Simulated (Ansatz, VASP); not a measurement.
**SnO2 in VASP and in Ansatz**

```
Sn O
1.0
     4.64064    0.00000    0.00000
     0.00000    4.64064    0.00000
     0.00000    0.00000    3.12135
Sn O
2 4
Direct
  0.00000 0.00000 0.00000
  0.50000 0.50000 0.50000
  0.30562 0.30562 0.00000
  0.19438 0.80562 0.50000
  0.69438 0.69438 0.00000
  0.80562 0.19438 0.50000
```

Change from the starting cell: volume scaled by 0.94, PAW files.

Alike in both runs: task electric field gradients; functional PBE; k mesh 4 × 4 × 6; occupations fermi-dirac, width 0.03 eV; no spin polarisation.

```csv
,VASP,Ansatz
version,VASP 6.6.1,Ansatz 0.2.0
potentials or method,"VASP PAW PBE potentials, release 64 (Sn_d, O)","PAW with Ansatz's default frozen-core files, scalar-relativistic"
plane-wave cutoff (eV),520,420
valence electrons in the cell,52,52
```

Ansatz gave:

| Item | Value |
| --- | --- |
| gap on the k mesh at the Fermi level (eV) | 2.00 |
| pressure (GPa) | 27.4 |
| traceless stress, the component that is largest in VASP (GPa) | 4.49 |
| rms of the force components (eV/Å) | 0.126 |
| size of Vzz on the site where it differs most (V/Å²) | 62.8 |

Which values does VASP return?

gap on the k mesh at the Fermi level (eV): 2.00; pressure (GPa): 28.2; traceless stress, the component that is largest in VASP (GPa): 4.75; rms of the force components (eV/Å): 0.135; size of Vzz on the site where it differs most (V/Å²): 63.6.

Atom by atom the forces differ by 0.010 eV/Å (rms over components). With one functional, cell and mesh, what is left measures potentials, basis and numerics.
